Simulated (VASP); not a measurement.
## La: single point with r2SCAN

Crystal: La.

```
CELL_PARAMETERS angstrom
3.78717 0.00000 0.00000
-1.89358 3.27978 0.00000
0.00000 0.00000 12.06209
ATOMIC_POSITIONS crystal
La 0.00000 0.00000 0.00000
La 0.00000 0.00000 0.50000
La 0.33333 0.66667 0.75000
La 0.66667 0.33333 0.25000
```

```
Program             : VASP 6.6.1
Task                : single point
Functional          : r2SCAN
Potentials or basis : VASP PAW PBE potentials, release 64 (La)
Cutoff              : 520 eV
k mesh              : 10 × 10 × 3
Occupations         : methfessel-paxton, width 0.6 eV
Spin                : no spin polarisation
```

| Quantity | Value |
| --- | --- |
| Pressure | -0.1 GPa |
| Band gap on the k mesh | zero (bands 22 and 23 overlap by 1.29 eV) |

Levels at points of the mesh, in eV from the Fermi level:
```tsv
k point	band 19	band 20	band 21	band 22	band 23	band 24	band 25	band 26
(0.00, 0.00, 0.00)	-1.92	-1.81	0.54	0.71	1.36	1.36	1.45	1.45
(0.50, 0.00, 0.00)	-1.59	-1.08	-0.64	-0.27	-0.20	0.54	1.02	1.28
```

Run time: 5.9 min on 1 thread of Intel(R) Xeon(R) 6975P-C (Granite Rapids) (shared host), peak memory 0.34 GiB.

Caveat: so wide a smearing shifts energies and pressures; the PAW data sets were made with another functional, which shifts forces and pressure a little; spin-orbit coupling is left out, which moves the levels of the heavy elements.
